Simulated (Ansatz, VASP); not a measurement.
# Two plane-wave programs on PbSe

File INCAR:

```
SYSTEM = PbSe
ALGO = Normal
EDIFF = 1E-6
ENCUT = 520
GGA = PS
ISIF = 2
ISMEAR = -1
LASPH = .True.
LCHARG = .True.
LELF = .True.
LREAL = .False.
LVHAR = .True.
LWAVE = .False.
NBANDS = 28
NELM = 100
PREC = Accurate
SIGMA = 0.05
```

Contents of KPOINTS:

```
k-points
0
Gamma
  6 6 3
  0 0 0
```

Contents of POSCAR:

```
PbSe
1.0
    4.4441284934      0.0000000000      0.0000000000
   -0.0103793110      4.4441163729      0.0000000000
   -2.2168745911     -2.2220581865     12.0802768063
Pb Se
2 2
Direct
    0.8068400000      0.8073040000      0.6184430000
    0.1854540000      0.1998100000      0.3823760000
    0.2873320000      0.3231460000      0.6231940000
    0.6842660000      0.6998950000      0.3779650000
```

Contents of input.yaml:

```yaml
crystal:
  lattice:
    - [4.4441284934, 0.0, 0.0]
    - [-0.010379311, 4.4441163729, 0.0]
    - [-2.2168745911, -2.2220581865, 12.0802768063]
  atoms:
    - { symbol: Pb, position: [0.80684, 0.807304, 0.618443] }
    - { symbol: Pb, position: [0.185454, 0.19981, 0.382376] }
    - { symbol: Se, position: [0.287332, 0.323146, 0.623194] }
    - { symbol: Se, position: [0.684266, 0.699895, 0.377965] }
hamiltonian:
  xc: pbesol
  pseudopotentials: { kind: paw }
kpoints:
  mp_grid: { grid: [6, 6, 3] }
scf:
  occupations: { method: fermi_dirac, width: 0.05 }
output:
  forces: true
  stress: true
  eigenvalues: true
  write_density: true
  write_potential: true
  elf: true
  volumetric_format: npy
```

Alike in both runs: task single point; functional PBEsol; k mesh 6 × 6 × 3; occupations fermi-dirac, width 0.05 eV; no spin polarisation.

|  | VASP | Ansatz |
| --- | --- | --- |
| version | VASP 6.6.1 | Ansatz 0.2.0 |
| potentials or method | VASP PAW PBE potentials, release 64 (Pb_d, Se) | Ansatz PAW |
| plane-wave cutoff (eV) | 520 | 420 |
| valence electrons in the cell | 40 | 60 |

```tsv
	VASP	Ansatz	Ansatz less VASP
gap on the k mesh at the Fermi level (eV)	1.51	1.51	-0.001
least direct gap on the mesh (eV)	1.51	1.51	-0.001
rms of the force components (eV/Å)	0.282	0.285	+0.0036
```

VASP's potentials were made for PBE, not for PBEsol. Atom by atom the forces differ by 0.004 eV/Å (rms over components). VASP's potentials hold 40 valence electrons a cell and Ansatz's 60, so a difference there can come from the potentials and not from the codes.

Spin-orbit coupling is off throughout. Noted on Ansatz's run: odd divisions of the mesh miss points on the zone boundary, where band edges often lie, so the gap on the mesh can be too wide.
